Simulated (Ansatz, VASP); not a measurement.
# One calculation of WSe2, two programs

INCAR

```
SYSTEM = WSe2
PREC = Accurate
ENCUT = 520
EDIFF = 1E-6
ISMEAR = 0
SIGMA = 0.05
LREAL = .False.
LASPH = .True.
NELM = 60
ALGO = Normal
ISIF = 2
LWAVE = .False.
LCHARG = .True.
GGA = PE
IVDW = 12
LELF = .True.
LVHAR = .True.
NBANDS = 20
```

Contents of KPOINTS:

```
Automatic mesh
0
Gamma
  9 9 4
  0 0 0
```

POSCAR

```
WSe2
1.0
    2.9019021618      0.0000000000      0.0000000000
   -1.4509510809      3.3650264123      0.0000000000
    0.0000000000      0.0000000000      6.5152257712
W Se
1 2
Direct
    0.0000000000      0.0000000000      0.0000000000
    0.3333333333      0.6666666667      0.2405528385
    0.3333333333      0.6666666667      0.7594471615
```

Input for Ansatz:

```yaml
crystal:
  lattice:
    - [2.9019021618, 0.0, 0.0]
    - [-1.4509510809, 3.3650264123, 0.0]
    - [0.0, 0.0, 6.5152257712]
  atoms:
    - { symbol: W, position: [0.0, 0.0, 0.0] }
    - { symbol: Se, position: [0.3333333333, 0.6666666667, 0.2405528385] }
    - { symbol: Se, position: [0.3333333333, 0.6666666667, 0.7594471615] }
basis:
  ecutwfc: 420
kpoints:
  mp_grid: { grid: [9, 9, 4] }
hamiltonian:
  xc: pbe
  pseudopotentials: { kind: paw, azcp: { folder: soft_1 } }
  dispersion: d3bj
scf:
  occupations: { method: gaussian, width: 0.05 }
output:
  forces: true
  stress: true
  eigenvalues: true
  write_density: true
  write_potential: true
  elf: true
  volumetric_format: npy
```

Change from the starting cell: strain +e along x and -e along y -0.1500, strain +e along z and -e/2 along x and y -0.0700.

Alike in both runs: task single point; functional PBE; dispersion D3(BJ); k mesh 9 × 9 × 4; occupations gaussian, width 0.05 eV; no spin polarisation.

|  | VASP | Ansatz |
| --- | --- | --- |
| version | VASP 6.6.1 | Ansatz 0.2.0 |
| potentials or method | VASP PAW PBE potentials, release 64 (W_sv, Se), cutoff 520 eV | scalar-relativistic, plane waves, PAW |
| valence electrons in the cell | 26 | 46 |

|  | VASP | Ansatz | Ansatz less VASP |
| --- | --- | --- | --- |
| gap on the k mesh at the Fermi level (eV) | 0.58 | 0.59 | +0.005 |
| least direct gap on the mesh (eV) | 0.85 | 0.86 | +0.005 |
| pressure (GPa) | 11.8 | 11.4 | -0.39 |
| traceless stress, the component that is largest in VASP (GPa) | -24.06 | -23.98 | +0.077 |
| rms of the force components (eV/Å) | 1.043 | 1.014 | -0.0297 |

Atom by atom the forces differ by 0.031 eV/Å (rms over components). VASP's potentials hold 26 valence electrons a cell and Ansatz's 46, so a difference there can come from the potentials and not from the codes.

Spin-orbit coupling is off throughout.
